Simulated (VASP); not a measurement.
Wanted: the native input for a VASP 6.6.1 run.

```yaml
Task: single point
Functional: PBE
Potentials_or_basis: VASP PAW PBE potentials, release 64 (Na_pv, Hg, Se)
Cutoff: 520 eV
k_mesh: 8 × 8 × 8
Occupations: gaussian, width 0.1 eV
Spin: no spin polarisation
Dipole_correction: no
Further_INCAR_settings: ALGO = Normal; EDIFF = 1e-06; NBANDS = 26
```

The structure of NaHgSe3 lies in POSCAR:

```
NaHgSe3
1.0
    5.3284601505      0.0000000000      0.0000000000
    0.0000000000      5.3284601505      0.0000000000
    0.0000000000      0.0000000000      5.3284601505
Na Hg Se
1 1 3
Direct
    0.5000000000      0.5000000000      0.5000000000
    0.0000000000      0.0000000000      0.0000000000
    0.5000000000      0.0000000000      0.0000000000
    0.0000000000      0.5000000000      0.0000000000
    0.0000000000      0.0000000000      0.5000000000
```

The input as run:

INCAR

```
PREC = Accurate ; ENCUT = 520
EDIFF = 1E-6 ; ISMEAR = 0
SIGMA = 0.1 ; LREAL = False
LASPH = True ; NELM = 100
ALGO = Normal ; ISIF = 2
LWAVE = False ; LCHARG = True
GGA = PE ; LELF = True
LVHAR = True ; NBANDS = 26
```

KPOINTS

```
regular mesh
0
Gamma
  8 8 8
```

Potentials or basis: VASP PAW PBE potentials, release 64 (Na_pv, Hg, Se).

Run with:

```console
$ cat potpaw_PBE.64/Na_pv/POTCAR potpaw_PBE.64/Hg/POTCAR potpaw_PBE.64/Se/POTCAR > POTCAR
$ mpirun -np 1 vasp_std > vasp.out
```

It gave:

* Pressure: 0.2 GPa

Wall time 52 s on 1 thread of Intel(R) Xeon(R) 6975P-C (Granite Rapids), with other jobs on the host, peak memory 0.32 GiB.
